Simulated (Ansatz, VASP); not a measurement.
## AlN: VASP beside Ansatz

```
CELL_PARAMETERS angstrom
3.10677 0.00000 0.00000
-1.55339 2.69055 0.00000
0.00000 0.00000 4.98100
ATOMIC_POSITIONS crystal
Al 0.33333 0.66667 0.99923
Al 0.66667 0.33333 0.49923
N 0.33333 0.66667 0.38077
N 0.66667 0.33333 0.88077
```

Alike in both runs: functional LDA; k mesh 9 × 9 × 6; no spin polarisation.

Ansatz relaxed the structure, and its values are those at the end. VASP's run is a single point on that final structure, the one shown.

|  | VASP | Ansatz |
| --- | --- | --- |
| version | VASP 6.6.1 | Ansatz 0.2.0 |
| potentials or method | VASP PAW LDA potentials, release 64 (Al, N) | scalar-relativistic, plane waves, PAW |
| plane-wave cutoff (eV) | 520 | 420 |
| occupations | gaussian, width 0.01 eV | fixed |
| valence electrons in the cell | 16 | 16 |

Ansatz gave:

- gap on the k mesh at the Fermi level (eV): 4.26
- least direct gap on the mesh (eV): 4.26
- pressure (GPa): -3.9

Task: What did VASP give for the same quantities?

Result: gap on the k mesh at the Fermi level (eV): 4.26; least direct gap on the mesh (eV): 4.26; pressure (GPa): -3.3.

LDA's correlation is that of Perdew and Zunger in VASP and of Perdew and Wang (1992) in Ansatz. Ansatz's warnings: stress scf threshold loose.
